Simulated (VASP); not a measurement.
# Bi2Te2O (P4/nmm) in VASP: a series of runs

Runs on Bi2Te2O. Level: PBE. Tasks: single point.

Everything below comes from runs of VASP 6.6.1. Logs are shortened: lines on timing, memory, paths and dates and some standing lists are left out, and cuts for length are marked.

## Step 1: The cell of the first run

Symmetry: P4/nmm, No. 129, tetragonal system. The conventional cell has a = 4.278 Å, b = 4.278 Å, c = 15.696 Å, α = 90.00°, β = 90.00°, γ = 90.00°. Within 3.8 Å of Bi (site symmetry 4mm) lie 6 Te at 2.88 to 3.77 Å. Within 3.2 Å of Bi (site symmetry 4mm) lie 4 O at 2.44 Å. Te (site symmetry 4mm) has 5 Bi at 2.88 to 3.43 Å and 4 O at 3.51 Å within 3.8 Å. Within 4.1 Å of Te (site symmetry 4mm) lie 5 Bi at 3.08 to 3.77 Å. O (site symmetry -4m2) has 4 Bi at 2.44 Å and 4 O at 3.03 Å within 3.2 Å.

## Step 2: Single point, PBE

INCAR

```
SYSTEM = Bi2Te2O
  PREC = Accurate
  ENCUT = 520
  EDIFF = 1E-6
  ISMEAR = 0
  SIGMA = 0.15
  LREAL = .FALSE.
  LASPH = .TRUE.
  NELM = 60
  ALGO = Normal
  ISIF = 2
  LWAVE = .FALSE.
  LCHARG = .FALSE.
  GGA = PE
  NBANDS = 59
```

KPOINTS

```
Automatic mesh
0
G
  3 3 1
  0 0 0
```

POSCAR

```
Bi2Te2O
1.0
    4.2783485789      0.0000000000      0.0000000000
    0.0000000000      4.2783485789      0.0000000000
    0.0000000000      0.0000000000     15.6956356206
Bi Te O
4 4 2
Direct
    0.0000000000      0.5000000000      0.6388036910
    0.5000000000      0.0000000000      0.9248302065
    0.0000000000      0.5000000000      0.0751697935
    0.5000000000      0.0000000000      0.3611963090
    0.0000000000      0.5000000000      0.8225063438
    0.5000000000      0.0000000000      0.6013049563
    0.5000000000      0.0000000000      0.1774936562
    0.0000000000      0.5000000000      0.3986950437
    0.5000000000      0.5000000000      0.0000000000
    0.0000000000      0.0000000000      0.0000000000
```

Potentials or basis: VASP PAW PBE potentials, release 64 (Bi_d, Te, O).

Started as:

```sh
> cat potpaw_PBE.64/Bi_d/POTCAR potpaw_PBE.64/Te/POTCAR potpaw_PBE.64/O/POTCAR > POTCAR
> mpirun -np 1 vasp_std > vasp.out
```

OUTCAR:

```text
SYSTEM = Bi2Te2O
   PREC = Accurate
   ENCUT = 520
   EDIFF = 1E-6
   ISMEAR = 0
   LREAL = .FALSE.
   LASPH = .TRUE.
   NELM = 60
   ISIF = 2
   GGA = PE

 ion  position               nearest neighbor table
   1  0.000  0.500  0.639-   5 2.88   6 3.08   6 3.08   6 3.08   6 3.08   8 3.77
   2  0.500  0.000  0.925-   9 2.44  10 2.44   9 2.44  10 2.44   5 3.43   5 3.43   5 3.43   5 3.43
                             3 3.84   3 3.84   3 3.84   3 3.84
   3  0.000  0.500  0.075-   9 2.44  10 2.44  10 2.44   9 2.44   7 3.43   7 3.43   7 3.43   7 3.43
                             2 3.84   2 3.84   2 3.84   2 3.84
   4  0.500  0.000  0.361-   7 2.88   8 3.08   8 3.08   8 3.08   8 3.08   6 3.77
   5  0.000  0.500  0.823-   1 2.88   2 3.43   2 3.43   2 3.43   2 3.43
   6  0.500  0.000  0.601-   1 3.08   1 3.08   1 3.08   1 3.08   4 3.77
   7  0.500  0.000  0.177-   4 2.88   3 3.43   3 3.43   3 3.43   3 3.43
   8  0.000  0.500  0.399-   4 3.08   4 3.08   4 3.08   4 3.08   1 3.77
   9  0.500  0.500  0.000-   2 2.44   3 2.44   2 2.44   3 2.44
  10  0.000  0.000  0.000-   2 2.44   3 2.44   3 2.44   2 2.44

  LATTYP: Found a simple tetragonal cell.
 ALAT       =     4.2783485789
 C/A-ratio  =     3.6686201068

  Lattice vectors:

 A1 = (   4.2783485789,   0.0000000000,   0.0000000000)
 A2 = (   0.0000000000,   4.2783485789,   0.0000000000)
 A3 = (   0.0000000000,   0.0000000000,  15.6956356206)

Analysis of symmetry for initial positions (statically):
=====================================================================
 Subroutine PRICEL returns:
 Original cell was already a primitive cell.

 Routine SETGRP: Setting up the symmetry group for a
 simple tetragonal supercell.

 Subroutine GETGRP returns: Found 16 space group operations
 (whereof  8 operations were pure point group operations)
 out of a pool of 16 trial point group operations.

The static configuration has the point symmetry D_2d.
 The point group associated with its full space group is D_4h.

Analysis of symmetry for dynamics (positions and initial velocities):
=====================================================================
 Subroutine PRICEL returns:
 Original cell was already a primitive cell.

 Routine SETGRP: Setting up the symmetry group for a
 simple tetragonal supercell.

 Subroutine GETGRP returns: Found 16 space group operations
 (whereof  8 operations were pure point group operations)
 out of a pool of 16 trial point group operations.

The dynamic configuration has the point symmetry D_2d.
 The point group associated with its full space group is D_4h.

 Subroutine INISYM returns: Found 16 space group operations
 (whereof  8 operations are pure point group operations),
 and found     1 'primitive' translations

----------------------------------------------------------------------------------------

                                     Primitive cell

  volume of cell :     287.2971

  direct lattice vectors                    reciprocal lattice vectors
     4.278348579  0.000000000  0.000000000     0.233735046  0.000000000  0.000000000
     0.000000000  4.278348579  0.000000000     0.000000000  0.233735046  0.000000000
     0.000000000  0.000000000 15.695635621     0.000000000  0.000000000  0.063711979

  length of vectors
     4.278348579  4.278348579 15.695635621     0.233735046  0.233735046  0.063711979

  position of ions in fractional coordinates (direct lattice)
     0.000000000  0.500000000  0.638803691
     0.500000000  0.000000000  0.924830206
     0.000000000  0.500000000  0.075169794
     0.500000000  0.000000000  0.361196309
     0.000000000  0.500000000  0.822506344
     0.500000000  0.000000000  0.601304956
     0.500000000  0.000000000  0.177493656
     0.000000000  0.500000000  0.398695044
     0.500000000  0.500000000  0.000000000
     0.000000000  0.000000000  0.000000000

  ion indices of the primitive-cell ions
   primitive index   ion index
                 1           1
                 2           2
                 3           3
                 4           4
                 5           5
                 6           6
                 7           7
                 8           8
                 9           9
                10          10

----------------------------------------------------------------------------------------

 KPOINTS: Automatic mesh

Automatic generation of k-mesh.
 Grid dimensions read from file:
 generate k-points for:    3    3    1

 Generating k-lattice:

  Cartesian coordinates                     Fractional coordinates (reciprocal lattice)
     0.077911682  0.000000000  0.000000000     0.333333333  0.000000000  0.000000000
     0.000000000  0.077911682  0.000000000     0.000000000  0.333333333  0.000000000
     0.000000000  0.000000000  0.063711979     0.000000000  0.000000000  1.000000000

  Length of vectors
     0.077911682  0.077911682  0.063711979

  Shift w.r.t. Gamma in fractional coordinates (k-lattice)
     0.000000000  0.000000000  0.000000000

 Subroutine IBZKPT returns following result:
 ===========================================

 Found      3 irreducible k-points:

 Following reciprocal coordinates:
            Coordinates               Weight
  0.000000  0.000000  0.000000      1.000000
  0.333333  0.000000  0.000000      4.000000
  0.333333  0.333333  0.000000      4.000000
   k-points           NKPTS =      3   k-points in BZ     NKDIM =      3   number of bands    NBANDS=     59
   number of dos      NEDOS =    301   number of ions     NIONS =     10
   total plane-waves  NPLWV = 122880
   dimension x,y,z NGX =    32 NGY =   32 NGZ =  120
   dimension x,y,z NGXF=    64 NGYF=   64 NGZF=  240
   ions per type =               4   4   2
   NGX,Y,Z   is equivalent  to a cutoff of  12.43, 12.43, 12.71 a.u.
   NGXF,Y,Z  is equivalent  to a cutoff of  24.87, 24.87, 25.42 a.u.
 SYSTEM =  Bi2Te2O
   PREC   = accura    normal or accurate (medium, high low for compatibility)
   ISTART =      0    job   : 0-new  1-cont  2-samecut
   ICHARG =      2    charge: 1-file 2-atom 10-const
   ISPIN  =      1    spin polarized calculation?
   LNONCOLLINEAR =      F non collinear calculations
   LSORBIT =      F    spin-orbit coupling
   LASPH  =      T    aspherical Exc in radial PAW
   ENCUT  =  520.0 eV  38.22 Ry    6.18 a.u.   7.95  7.95 29.18*2*pi/ulx,y,z
   NELM   =     60;   NELMIN=  2; NELMDL= -5     # of ELM steps
   EDIFF  = 0.1E-05   stopping-criterion for ELM
   LREAL  =      F    real-space projection
   EDIFFG = 0.1E-04   stopping-criterion for IOM
   NSW    =      0    number of steps for IOM
   IBRION =     -1    ionic relax: 0-MD 1-quasi-New 2-CG
   NFREE  =      0    steps in history (QN), initial steepest desc. (CG)
   ISIF   =      2    stress and relaxation
   ISYM   =      2    0-nonsym 1-usesym 2-fastsym
   POTIM  = 0.5000    time-step for ionic-motion
   TEBEG  =    0.0;   TEEND  =   0.0 temperature during run
   PSTRESS=    0.0 pullay stress
   NELECT =      96.0000    total number of electrons
   NUPDOWN=      -1.0000    fix difference up-down
   EMIN   =  10.00;   EMAX   =-10.00  energy-range for DOS
   EFERMI =   0.00;   METHOD = LEGACY
   ISMEAR =     0;   SIGMA  =   0.15  broadening in eV -4-tet -1-fermi 0-gaus
   EFERMI_NEDOS =   21; number of points for ismear=-14 and -15
   IALGO  =     38    algorithm
   IMIX   =      4    mixing-type and parameters
     AMIX     =   0.40;   BMIX     =  1.00
     AMIX_MAG =   1.60;   BMIX_MAG =  1.00
  volume/ion in A,a.u.               =      28.73       193.88
  Fermi-wavevector in a.u.,A,eV,Ry     =   1.136026  2.146777 17.559059  1.290554
  Thomas-Fermi vector in A             =   2.272731
   LORBIT       =      0    0 simple, 1 ext, 2 COOP (PROOUT), +10 PAW based schemes
   GGA     = PE    functional components
   LHFCALC =     F    Hartree Fock is set to
   AEXX    =    0.0000 exact exchange contribution
   IVDW    =     0    specifies the selected vdW correction
   LEPSILON=     F    determine dielectric tensor
   LRPA    =     F    only Hartree local field effects (RPA)
 non-spin polarized calculation
 Gauss-broadening in eV      SIGMA  =   0.15
  energy-cutoff  :      520.00
  volume of cell :      287.30
 maximum number of plane-waves:      7751
 NGX is ok and might be reduce to    32
   NGX = 15   NGY = 15   NGZ = 59

 number of electron      96.0000032 magnetization

 Free energy of the ion-electron system (eV)
  ---------------------------------------------------
  ext. energy  EPLUGINS =         0.00000000
  ---------------------------------------------------
  free energy    TOTEN  =       -42.72933665 eV

  energy without entropy =      -42.72192409  energy(sigma->0) =      -42.72563037

 E-fermi :   5.8553     XC(G=0):  -9.4362

 val. band max:        5.6328140324   @ k =   0.3333   0.0000   0.0000
 cond. band min:       6.0102391126   @ k =   0.0000   0.0000   0.0000
 fundamental gap:      0.3774250801
 Fermi energy:         5.8552743853

 k-point     1 :       0.0000    0.0000    0.0000
  band No.  band energies     occupation
      1     -17.4741      2.00000
      2     -17.4538      2.00000
      3     -17.4350      2.00000
      4     -17.4326      2.00000
      5     -17.4326      2.00000
      6     -17.3917      2.00000
[... 51 lines left out ...]
     58       9.6469      0.00000
     59      10.0701      0.00000

 k-point     2 :       0.3333    0.0000    0.0000
  band No.  band energies     occupation
      1     -17.4789      2.00000
      2     -17.4458      2.00000
      3     -17.4428      2.00000
      4     -17.4269      2.00000
      5     -17.4228      2.00000
      6     -17.4099      2.00000
[... 51 lines left out ...]
     58       9.1614      0.00000
     59       9.3650      0.00000

 k-point     3 :       0.3333    0.3333    0.0000
  band No.  band energies     occupation
      1     -17.4956      2.00000
      2     -17.4787      2.00000
      3     -17.4370      2.00000
      4     -17.4301      2.00000
      5     -17.4025      2.00000
      6     -17.3882      2.00000
[... 51 lines left out ...]
     58       9.9761      0.00000
     59      10.6200      0.00000

------------------------ aborting loop because EDIFF is reached ----------------------------------------

  FORCE on cell =-STRESS in cart. coord.  units (eV):
  Direction    XX          YY          ZZ          XY          YZ          ZX
  --------------------------------------------------------------------------------------
  -------------------------------------------------------------------------------------
  Total        0.0948553      0.0948553      0.3742018      0.0000000      0.0000000      0.0000000
  in kB        0.5289819      0.5289819      2.0868211      0.0000000      0.0000000      0.0000000
  external PRESSURE =       1.0482616 kB  Pullay stress =       0.0000000 kB

 VOLUME and BASIS-vectors are now :
 -----------------------------------------------------------------------------
  energy-cutoff  :      520.00
  volume of cell :      287.30
      direct lattice vectors                 reciprocal lattice vectors
     4.278348579  0.000000000  0.000000000     0.233735046  0.000000000  0.000000000
     0.000000000  4.278348579  0.000000000     0.000000000  0.233735046  0.000000000
     0.000000000  0.000000000 15.695635621     0.000000000  0.000000000  0.063711979

 POSITION                                       TOTAL-FORCE (eV/Angst)
 -----------------------------------------------------------------------------------
      0.00000      2.13917     10.02643         0.000000      0.000000      0.016232
      2.13917      0.00000     14.51580         0.000000     -0.000000     -0.011222
      0.00000      2.13917      1.17984         0.000000     -0.000000      0.011222
      2.13917      0.00000      5.66921         0.000000     -0.000000     -0.016232
      0.00000      2.13917     12.90976        -0.000000     -0.000000     -0.000574
      2.13917      0.00000      9.43786         0.000000     -0.000000      0.022064
      2.13917      0.00000      2.78588         0.000000     -0.000000      0.000574
      0.00000      2.13917      6.25777         0.000000     -0.000000     -0.022064
      2.13917      2.13917      0.00000        -0.000000      0.000000      0.000000
      0.00000      0.00000      0.00000         0.000000     -0.000000      0.000000
 -----------------------------------------------------------------------------------
    total drift:                                0.000000     -0.000000     -0.000000

  FREE ENERGIE OF THE ION-ELECTRON SYSTEM (eV)
  ---------------------------------------------------
  free  energy   TOTEN  =       -42.7293366514 eV

  energy  without entropy=      -42.7219240884  energy(sigma->0) =      -42.72563037
```

Wall time 35 s (1 thread of Intel Xeon 6975P-C (Granite Rapids), shared host); peak memory 0.35 GiB.

Results:

```
Free energy            : -42.7293 eV
Pressure               : 0.1 GPa
Largest force          : 0.022 eV/Å
Band gap on the k mesh : 0.38 eV (least direct gap 0.60 eV)
```

Forces in eV/Å, atoms in the order of the input:
```
Bi   0.000  0.000  0.016
Bi   0.000  0.000 -0.011
Bi   0.000  0.000  0.011
Bi   0.000  0.000 -0.016
Te   0.000  0.000 -0.001
Te   0.000  0.000  0.022
Te   0.000  0.000  0.001
Te   0.000  0.000 -0.022
O    0.000  0.000  0.000
O    0.000  0.000  0.000
```

Stress tensor (GPa, compression positive):
```
0.05 0.00 0.00
0.00 0.05 0.00
0.00 0.00 0.21
```

Levels at points of the mesh, in eV from the valence-band top:
```
           k point  band 46  band 47  band 48  band 49  band 50  band 51
(0.00, 0.00, 0.00)    -0.52    -0.22    -0.22     0.38     1.37     2.63
```

Caveat: the k points lie up to 0.49 Å⁻¹ apart; spin-orbit coupling is left out, which moves the levels of the heavy elements; this functional lacks dispersion, which binds layers or chains, so the pressure and a relaxed spacing across them are unreliable. A k mesh can miss the band edges.

## Step 3: Single point, PBE

This run uses another cell than the first one, of 29.28 Å³/atom.

Edit INCAR of step 2 so:

```diff
@@ -3,5 +3,5 @@
   ENCUT = 520
-  EDIFF = 1E-6
+  EDIFF = 1E-7
   ISMEAR = 0
-  SIGMA = 0.15
+  SIGMA = 0.1
   LREAL = .FALSE.
```

KPOINTS

```
Automatic mesh
0
G
  4 4 1
  0 0 0
```

POSCAR

```
Bi2Te2O
1.0
    4.2222286657      0.0000000000      0.0000000000
    0.0000000000      4.2222286657      0.0000000000
    0.0000000000      0.0000000000     16.4248238078
Bi Te O
4 4 2
Direct
    0.0000000000      0.5000000000      0.6479761562
    0.5000000000      0.0000000000      0.9276165941
    0.0000000000      0.5000000000      0.0723834059
    0.5000000000      0.0000000000      0.3520238438
    0.0000000000      0.5000000000      0.8242175812
    0.5000000000      0.0000000000      0.5928015668
    0.5000000000      0.0000000000      0.1757824188
    0.0000000000      0.5000000000      0.4071984332
    0.5000000000      0.5000000000      0.0000000000
    0.0000000000      0.0000000000      0.0000000000
```

Potentials or basis: VASP PAW PBE potentials, release 64 (Bi_d, Te, O).

Started as:

```sh
> cat potpaw_PBE.64/Bi_d/POTCAR potpaw_PBE.64/Te/POTCAR potpaw_PBE.64/O/POTCAR > POTCAR
> mpirun -np 1 vasp_std > vasp.out
```

OUTCAR:

```text
SYSTEM = Bi2Te2O
   PREC = Accurate
   ENCUT = 520
   EDIFF = 1E-7
   ISMEAR = 0
   LREAL = .FALSE.
   LASPH = .TRUE.
   NELM = 60
   ISIF = 2
   GGA = PE

 ion  position               nearest neighbor table
   1  0.000  0.500  0.648-   5 2.89   6 3.12   6 3.12   6 3.12   6 3.12
   2  0.500  0.000  0.928-   9 2.42  10 2.42   9 2.42  10 2.42   5 3.43   5 3.43   5 3.43   5 3.43
                             3 3.82   3 3.82   3 3.82   3 3.82
   3  0.000  0.500  0.072-   9 2.42  10 2.42  10 2.42   9 2.42   7 3.43   7 3.43   7 3.43   7 3.43
                             2 3.82   2 3.82   2 3.82   2 3.82
   4  0.500  0.000  0.352-   7 2.89   8 3.12   8 3.12   8 3.12   8 3.12
   5  0.000  0.500  0.824-   1 2.89   2 3.43   2 3.43   2 3.43   2 3.43
   6  0.500  0.000  0.593-   1 3.12   1 3.12   1 3.12   1 3.12
[... 580 lines left out ...]
  energy-cutoff  :      520.00
  volume of cell :      292.81
      direct lattice vectors                 reciprocal lattice vectors
     4.222228666  0.000000000  0.000000000     0.236841744  0.000000000  0.000000000
     0.000000000  4.222228666  0.000000000     0.000000000  0.236841744  0.000000000
     0.000000000  0.000000000 16.424823808     0.000000000  0.000000000  0.060883454

 POSITION                                       TOTAL-FORCE (eV/Angst)
 -----------------------------------------------------------------------------------
      0.00000      2.11111     10.64289        -0.000000     -0.000000     -0.050037
      2.11111      0.00000     15.23594         0.000000     -0.000000     -0.022647
      0.00000      2.11111      1.18888        -0.000000     -0.000000      0.022647
      2.11111      0.00000      5.78193        -0.000000     -0.000000      0.050037
      0.00000      2.11111     13.53763        -0.000000      0.000000      0.000873
      2.11111      0.00000      9.73666        -0.000000     -0.000000      0.023328
      2.11111      0.00000      2.88720        -0.000000     -0.000000     -0.000873
      0.00000      2.11111      6.68816         0.000000      0.000000     -0.023328
      2.11111      2.11111      0.00000        -0.000000      0.000000      0.000000
      0.00000      0.00000      0.00000        -0.000000     -0.000000      0.000000
 -----------------------------------------------------------------------------------
    total drift:                                0.000000     -0.000000      0.000000

  FREE ENERGIE OF THE ION-ELECTRON SYSTEM (eV)
  ---------------------------------------------------
  free  energy   TOTEN  =       -42.8264330877 eV

  energy  without entropy=      -42.8264268253  energy(sigma->0) =      -42.82642996
```

OSZICAR:

```text
N       E                     dE             d eps       ncg     rms          rms(c)
DAV:   1     0.103125836385E+04    0.10313E+04   -0.44110E+04   708   0.167E+03
DAV:   2     0.113081387706E+03   -0.91818E+03   -0.88664E+03   732   0.437E+02
DAV:   3    -0.370709303775E+02   -0.15015E+03   -0.14225E+03   879   0.190E+02
DAV:   4    -0.472843248790E+02   -0.10213E+02   -0.99839E+01   816   0.481E+01
DAV:   5    -0.477866892418E+02   -0.50236E+00   -0.50081E+00   992   0.108E+01    0.144E+01
DAV:   6    -0.432495833712E+02    0.45371E+01   -0.22474E+01  1116   0.291E+01    0.864E+00
DAV:   7    -0.427737379298E+02    0.47585E+00   -0.38703E+00   863   0.918E+00    0.457E+00
DAV:   8    -0.428430818906E+02   -0.69344E-01   -0.15885E+00   775   0.420E+00    0.182E+00
DAV:   9    -0.428243604750E+02    0.18721E-01   -0.87343E-02   949   0.171E+00    0.696E-01
DAV:  10    -0.428262560608E+02   -0.18956E-02   -0.28197E-02   767   0.644E-01    0.348E-01
DAV:  11    -0.428264662582E+02   -0.21020E-03   -0.20640E-03   978   0.288E-01    0.153E-01
DAV:  12    -0.428264074441E+02    0.58814E-04   -0.69006E-04   930   0.120E-01    0.376E-02
DAV:  13    -0.428264368655E+02   -0.29421E-04   -0.21635E-04   834   0.509E-02    0.296E-02
DAV:  14    -0.428264334984E+02    0.33670E-05   -0.26594E-05  1000   0.243E-02    0.533E-03
DAV:  15    -0.428264334480E+02    0.50413E-07   -0.37948E-06   773   0.862E-03    0.173E-03
DAV:  16    -0.428264331472E+02    0.30077E-06   -0.60233E-07   765   0.366E-03    0.172E-03
DAV:  17    -0.428264330877E+02    0.59494E-07   -0.62580E-08   445   0.142E-03
   1 F= -.42826433E+02 E0= -.42826430E+02  d E =-.626241E-05
```

Run time: 74 s. Hardware: 1 thread of Intel Xeon 6975P-C (Granite Rapids), shared host; peak memory 0.39 GiB.

What came out:

```
Free energy            : -42.8264 eV
Pressure               : 0.0 GPa
Largest force          : 0.050 eV/Å
Band gap on the k mesh : 0.56 eV (least direct gap 0.74 eV)
```

Forces on the atoms (eV/Å):
```
Bi   0.000  0.000 -0.050
Bi   0.000  0.000 -0.023
Bi   0.000  0.000  0.023
Bi   0.000  0.000  0.050
Te   0.000  0.000  0.001
Te   0.000  0.000  0.023
Te   0.000  0.000 -0.001
Te   0.000  0.000 -0.023
O    0.000  0.000  0.000
O    0.000  0.000  0.000
```

Caveat: spin-orbit coupling is left out, which moves the levels of the heavy elements; this functional lacks dispersion, which binds layers or chains, so the pressure and a relaxed spacing across them are unreliable.
